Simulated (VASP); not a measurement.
# Al4Ni4B in VASP: single point with PBE

Aim: the single point of Al4Ni4B with PBE.

Everything below comes from runs of VASP 6.6.1. Logs are shortened: lines on timing, memory, paths and dates and some standing lists are left out, and cuts for length are marked.

## (1) The cell of the first run

The cell holds a slab with vacuum, 9 atoms: a = 2.862 Å, b = 4.048 Å, c = 25.072 Å, α = 90.00°, β = 90.00°, γ = 90.00°.

## (2) Single point, PBE

File INCAR:

```
PREC = Accurate ; ENCUT = 520
EDIFF = 1E-6 ; ISMEAR = -1
SIGMA = 0.1 ; LREAL = False
LASPH = True ; NELM = 120
ALGO = Normal ; ISIF = 2
LWAVE = False ; LCHARG = False
LDIPOL = True ; IDIPOL = 3
DIPOL = 0.5 0.5 0.480 ; GGA = PE
NBANDS = 38 ; GGA_COMPAT = False
NELMDL = -8
```

File KPOINTS:

```
regular mesh
0
Gamma
  10 7 1
```

File POSCAR:

```
Al4Ni4B
1.0
    2.8621655562      0.0000000000      0.0000000000
    0.0000000000      4.0477133473      0.0000000000
    0.0000000000      0.0000000000     25.0715700210
Al Ni B
4 4 1
Direct
    0.0000000000      0.5000000000      0.3390294263
    0.0000000000      0.0000000000      0.4197525989
   -0.0002107790      0.5186155590      0.4981379962
   -0.0000676940      0.0032708522      0.5899439718
    0.5000000000      0.0000000000      0.3390294263
    0.5000000000      0.5000000000      0.4197525989
    0.5001262476      0.0239480685      0.5033849309
    0.4995531964      0.5271393520      0.5756880104
    0.5005823584      0.3027991244      0.6389504980
```

Potentials or basis: VASP PAW PBE potentials, release 64 (Al, Ni, B).

Run with:

```console
$ cat potpaw_PBE.64/Al/POTCAR potpaw_PBE.64/Ni/POTCAR potpaw_PBE.64/B/POTCAR > POTCAR
$ mpirun -np 1 vasp_std > vasp.out
```

OUTCAR:

```text
PREC = Accurate
   ENCUT = 520
   EDIFF = 1E-6
   ISMEAR = -1
   LREAL = False
   LASPH = True
   NELM = 120
   ISIF = 2
   GGA = PE
   NELMDL = -8

 ion  position               nearest neighbor table
   1  0.000  0.500  0.339-   5 2.48   5 2.48   5 2.48   5 2.48   6 2.48   6 2.48   2 2.86   2 2.86

   2  0.000  0.000  0.420-   6 2.48   6 2.48   6 2.48   6 2.48   5 2.48   5 2.48   7 2.54   7 2.54
                             3 2.77   1 2.86   1 2.86   3 2.88
   3  1.000  0.519  0.498-   8 2.41   8 2.41   6 2.43   6 2.43   7 2.46   7 2.47   7 2.50   7 2.50
                             2 2.77   2 2.88   4 3.02   4 3.11
   4  1.000  0.003  0.590-   9 2.24   9 2.24   8 2.43   8 2.43   8 2.58   8 2.58   7 2.60   7 2.60
                             3 3.02   3 3.11
   5  0.500  0.000  0.339-   1 2.48   1 2.48   1 2.48   1 2.48   2 2.48   2 2.48   6 2.86   6 2.86

   6  0.500  0.500  0.420-   3 2.43   3 2.43   2 2.48   2 2.48   2 2.48   2 2.48   1 2.48   1 2.48
                             7 2.85   5 2.86   5 2.86   7 2.98
   7  0.500  0.024  0.503-   3 2.46   3 2.47   3 2.50   3 2.50   2 2.54   2 2.54   4 2.60   4 2.60
                             8 2.71   8 2.73   6 2.85   6 2.98
   8  0.500  0.527  0.576-   9 1.83   3 2.41   3 2.41   4 2.43   4 2.43   4 2.58   4 2.58   7 2.71
                             7 2.73
   9  0.501  0.303  0.639-   8 1.83   4 2.24   4 2.24

  LATTYP: Found a simple orthorhombic cell.
 ALAT       =     2.8621655562
 B/A-ratio  =     1.4142135624
 C/A-ratio  =     8.7596505264

  Lattice vectors:

 A1 = (   2.8621655562,   0.0000000000,   0.0000000000)
 A2 = (   0.0000000000,   4.0477133473,   0.0000000000)
 A3 = (   0.0000000000,   0.0000000000,  25.0715700210)

Analysis of symmetry for initial positions (statically):
=====================================================================
 Subroutine PRICEL returns:
 Original cell was already a primitive cell.

 Routine SETGRP: Setting up the symmetry group for a
 simple orthorhombic supercell.

 Subroutine GETGRP returns: Found  1 space group operations
 (whereof  1 operations were pure point group operations)
 out of a pool of  8 trial point group operations.

The static configuration has the point symmetry C_1 .

Analysis of symmetry for dynamics (positions and initial velocities):
=====================================================================
 Subroutine PRICEL returns:
 Original cell was already a primitive cell.

 Routine SETGRP: Setting up the symmetry group for a
 simple orthorhombic supercell.

 Subroutine GETGRP returns: Found  1 space group operations
 (whereof  1 operations were pure point group operations)
 out of a pool of  8 trial point group operations.

The dynamic configuration has the point symmetry C_1 .

 Subroutine INISYM returns: Found  1 space group operations
 (whereof  1 operations are pure point group operations),
 and found     1 'primitive' translations

----------------------------------------------------------------------------------------

                                     Primitive cell

  volume of cell :     290.4598

  direct lattice vectors                    reciprocal lattice vectors
     2.862165556  0.000000000  0.000000000     0.349385799  0.000000000  0.000000000
     0.000000000  4.047713347  0.000000000     0.000000000  0.247053068  0.000000000
     0.000000000  0.000000000 25.071570021     0.000000000  0.000000000  0.039885815

  length of vectors
     2.862165556  4.047713347 25.071570021     0.349385799  0.247053068  0.039885815

  position of ions in fractional coordinates (direct lattice)
     0.000000000  0.500000000  0.339029426
     0.000000000  0.000000000  0.419752599
     0.999789221  0.518615559  0.498137996
     0.999932306  0.003270852  0.589943972
     0.500000000  0.000000000  0.339029426
     0.500000000  0.500000000  0.419752599
     0.500126248  0.023948068  0.503384931
     0.499553196  0.527139352  0.575688010
     0.500582358  0.302799124  0.638950498

  ion indices of the primitive-cell ions
   primitive index   ion index
                 1           1
                 2           2
                 3           3
                 4           4
                 5           5
                 6           6
                 7           7
                 8           8
                 9           9

----------------------------------------------------------------------------------------

 KPOINTS: regular mesh

Automatic generation of k-mesh.
 Grid dimensions read from file:
 generate k-points for:   10    7    1

 Generating k-lattice:

  Cartesian coordinates                     Fractional coordinates (reciprocal lattice)
     0.034938580  0.000000000  0.000000000     0.100000000  0.000000000  0.000000000
     0.000000000  0.035293295  0.000000000     0.000000000  0.142857143  0.000000000
     0.000000000  0.000000000  0.039885815     0.000000000  0.000000000  1.000000000

  Length of vectors
     0.034938580  0.035293295  0.039885815

  Shift w.r.t. Gamma in fractional coordinates (k-lattice)
     0.000000000  0.000000000  0.000000000

 Subroutine IBZKPT returns following result:
 ===========================================

 Found     36 irreducible k-points:

 Following reciprocal coordinates:
            Coordinates               Weight
  0.000000  0.000000  0.000000      1.000000
  0.100000  0.000000  0.000000      2.000000
  0.200000  0.000000  0.000000      2.000000
  0.300000  0.000000  0.000000      2.000000
  0.400000  0.000000  0.000000      2.000000
  0.500000  0.000000  0.000000      1.000000
[... 16 lines left out ...]
  0.300000 -0.285714  0.000000      2.000000
  0.400000  0.285714  0.000000      2.000000
 [... further k-points ...]
   k-points           NKPTS =     36   k-points in BZ     NKDIM =     36   number of bands    NBANDS=     38
   number of dos      NEDOS =    301   number of ions     NIONS =      9
   total plane-waves  NPLWV = 138240
   dimension x,y,z NGX =    24 NGY =   30 NGZ =  192
   dimension x,y,z NGXF=    48 NGYF=   60 NGZF=  384
   ions per type =               4   4   1
   NGX,Y,Z   is equivalent  to a cutoff of  13.94, 12.32, 12.73 a.u.
   NGXF,Y,Z  is equivalent  to a cutoff of  27.88, 24.64, 25.46 a.u.
 SYSTEM =  unknown system
   PREC   = accura    normal or accurate (medium, high low for compatibility)
   ISTART =      0    job   : 0-new  1-cont  2-samecut
   ICHARG =      2    charge: 1-file 2-atom 10-const
   ISPIN  =      1    spin polarized calculation?
   LNONCOLLINEAR =      F non collinear calculations
   LSORBIT =      F    spin-orbit coupling
   LASPH  =      T    aspherical Exc in radial PAW
   ENCUT  =  520.0 eV  38.22 Ry    6.18 a.u.   5.32  7.53 46.62*2*pi/ulx,y,z
   NELM   =    120;   NELMIN=  2; NELMDL= -8     # of ELM steps
   EDIFF  = 0.1E-05   stopping-criterion for ELM
   LREAL  =      F    real-space projection
   EDIFFG = 0.1E-04   stopping-criterion for IOM
   NSW    =      0    number of steps for IOM
   IBRION =     -1    ionic relax: 0-MD 1-quasi-New 2-CG
   NFREE  =      0    steps in history (QN), initial steepest desc. (CG)
   ISIF   =      2    stress and relaxation
   ISYM   =      2    0-nonsym 1-usesym 2-fastsym
   POTIM  = 0.5000    time-step for ionic-motion
   TEBEG  =    0.0;   TEEND  =   0.0 temperature during run
   PSTRESS=    0.0 pullay stress
   NELECT =      55.0000    total number of electrons
   NUPDOWN=      -1.0000    fix difference up-down
   EMIN   =  10.00;   EMAX   =-10.00  energy-range for DOS
   EFERMI =   0.00;   METHOD = LEGACY
   ISMEAR =    -1;   SIGMA  =   0.10  broadening in eV -4-tet -1-fermi 0-gaus
   EFERMI_NEDOS =   21; number of points for ismear=-14 and -15
   IALGO  =     38    algorithm
   IMIX   =      4    mixing-type and parameters
     AMIX     =   0.40;   BMIX     =  1.00
     AMIX_MAG =   1.60;   BMIX_MAG =  1.00
  volume/ion in A,a.u.               =      32.27       217.79
  Fermi-wavevector in a.u.,A,eV,Ry     =   0.940085  1.776503 12.024278  0.883760
  Thomas-Fermi vector in A             =   2.067461
   LORBIT       =      0    0 simple, 1 ext, 2 COOP (PROOUT), +10 PAW based schemes
   GGA     = PE    functional components
   LHFCALC =     F    Hartree Fock is set to
   AEXX    =    0.0000 exact exchange contribution
   IVDW    =     0    specifies the selected vdW correction
   LEPSILON=     F    determine dielectric tensor
   LRPA    =     F    only Hartree local field effects (RPA)
 non-spin polarized calculation
  energy-cutoff  :      520.00
  volume of cell :      290.46
 maximum number of plane-waves:      7863
 NGX is ok and might be reduce to    24
   NGX = 11   NGY = 15   NGZ = 93

 dipolmoment           0.000000      0.000000     -0.058241 electrons x Angstroem

 number of electron      55.0000009 magnetization

 dipolmoment           0.000000      0.000000      0.027228 electrons x Angstroem

 Free energy of the ion-electron system (eV)
  ---------------------------------------------------
  ext. energy  EPLUGINS =         0.00000000
  ---------------------------------------------------
  free energy    TOTEN  =       -44.10870580 eV

  energy without entropy =      -43.95942844  energy(sigma->0) =      -44.03406712

 E-fermi :   0.2192     XC(G=0):  -5.0859

 val. band max:        0.1986366789   @ k =   0.5000   0.1429   0.0000
 cond. band min:       0.2421635555   @ k =   0.3000  -0.1429   0.0000
 fundamental gap:      0.0435268766
 Fermi energy:         0.2191598524

 k-point     1 :       0.0000    0.0000    0.0000
  band No.  band energies     occupation
      1     -10.6898      2.00000
      2      -9.7563      2.00000
      3      -8.1220      2.00000
      4      -6.0676      2.00000
      5      -4.8953      2.00000
      6      -3.4894      2.00000
[... 30 lines left out ...]
     37       5.0482      0.00000
     38       5.2462      0.00000
[... 941 lines left out ...]
     37       4.5611      0.00000
     38       5.1523      0.00000

 [... further k-points ...]

------------------------ aborting loop because EDIFF is reached ----------------------------------------

 vacuum level on the upper side and lower side of the slab       (xc-potential included)         0.071        -0.333

  FORCE on cell =-STRESS in cart. coord.  units (eV):
  Direction    XX          YY          ZZ          XY          YZ          ZX
  --------------------------------------------------------------------------------------
  -------------------------------------------------------------------------------------
  Total       -0.7559203      1.2086807      2.4864369     -0.0069619     -0.2439197      0.0051302
  in kB       -4.1696594      6.6670873     13.7151954     -0.0384017     -1.3454621      0.0282980
  external PRESSURE =       5.4042078 kB  Pullay stress =       0.0000000 kB

 VOLUME and BASIS-vectors are now :
 -----------------------------------------------------------------------------
  energy-cutoff  :      520.00
  volume of cell :      290.46
      direct lattice vectors                 reciprocal lattice vectors
     2.862165556  0.000000000  0.000000000     0.349385799  0.000000000  0.000000000
     0.000000000  4.047713347  0.000000000     0.000000000  0.247053068  0.000000000
     0.000000000  0.000000000 25.071570021     0.000000000  0.000000000  0.039885815

 POSITION                                       TOTAL-FORCE (eV/Angst)
 -----------------------------------------------------------------------------------
      0.00000      2.02386      8.50000        -0.000070      0.021895     -0.697413
      0.00000      0.00000     10.52386         0.000249      0.134796     -0.206850
      2.86156      2.09921     12.48910         0.002116      0.026799     -0.002761
      2.86197      0.01324     14.79082         0.001256      0.015686      0.145781
      1.43108      0.00000      8.50000        -0.000145     -0.038757      0.421165
      1.43108      2.02386     10.52386        -0.000955     -0.105952      0.101116
      1.43144      0.09693     12.62065        -0.005596     -0.012513     -0.009556
      1.42980      2.13371     14.43340         0.006359      0.089340      0.013847
      1.43275      1.22564     16.01949        -0.003214     -0.131293      0.234671
 -----------------------------------------------------------------------------------
    total drift:                                0.000118     -0.000254     -0.000286

  FREE ENERGIE OF THE ION-ELECTRON SYSTEM (eV)
  ---------------------------------------------------
  free  energy   TOTEN  =       -44.1087057951 eV

  energy  without entropy=      -43.9594284373  energy(sigma->0) =      -44.03406712

 vacuum level on the upper side and lower side of the slab         5.412         5.002
```

Run time: 23 min. Hardware: 1 thread of Oxide Virtual Turin-like, shared host; peak memory 0.52 GiB.

What came out:

| Property | Result |
| --- | --- |
| Free energy | -44.1087 eV |
| Largest force | 0.698 eV/Å |
| Band gap on the k mesh | zero (an odd number of electrons rules out a gap without spin polarisation) |

Forces on the atoms (eV/Å):
```
Al   0.000  0.022 -0.697
Al   0.000  0.135 -0.207
Al   0.002  0.027 -0.003
Al   0.001  0.016  0.146
Ni   0.000 -0.039  0.421
Ni  -0.001 -0.106  0.101
Ni  -0.006 -0.013 -0.010
Ni   0.006  0.089  0.014
B   -0.003 -0.131  0.235
```

Levels at points of the mesh, in eV from the Fermi level:
```
           k point  band 26  band 27  band 28  band 29  band 30  band 31
(0.00, 0.00, 0.00)    -1.09    -0.27    -0.06     0.35     1.79     2.16
(0.50, 0.00, 0.00)    -0.39     0.04     0.07     1.49     2.01     2.11
```

Spin polarisation is off, so any magnetic state and its effect on volume and gap are missing.

The gap in the log of VASP goes by the Fermi energy; the results here count the filled bands.